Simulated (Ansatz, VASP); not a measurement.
**TiSi2 in VASP and in Ansatz**

```
CELL_PARAMETERS angstrom
-1.44105 1.67011 4.10041
1.44105 -1.67011 4.10041
1.44105 1.67011 -4.10041
ATOMIC_POSITIONS crystal
Ti 0.00000 0.00000 0.00000
Si 0.34301 0.34301 0.00000
Si 0.65699 0.65699 0.00000
```

Alike in both runs: task single point; functional LDA; k mesh 18 × 18 × 18; occupations gaussian, width 0.15 eV; no spin polarisation.

|  | VASP | Ansatz |
| --- | --- | --- |
| version | VASP 6.6.1 | Ansatz 0.2.0 |
| potentials or method | VASP PAW LDA potentials, release 64 (Ti_sv, Si), cutoff 520 eV | scalar-relativistic, plane waves, PAW |
| valence electrons in the cell | 20 | 20 |

VASP gave:

- gap on the k mesh at the Fermi level (eV): none
- pressure (GPa): 6.8
- traceless stress, the component that is largest in VASP (GPa): 2.56
- rms of the force components (eV/Å): 0.546

Task: Estimate Ansatz's values.

Result: gap on the k mesh at the Fermi level (eV): none; pressure (GPa): 6.6; traceless stress, the component that is largest in VASP (GPa): 2.53; rms of the force components (eV/Å): 0.542.

Ansatz warns that its potentials were made for another functional, while VASP's fit it. LDA's correlation is that of Perdew and Zunger in VASP and of Perdew and Wang (1992) in Ansatz. Atom by atom the forces differ by 0.004 eV/Å (rms over components). A gap of «none» marks a metal or a gap that the smearing closes.
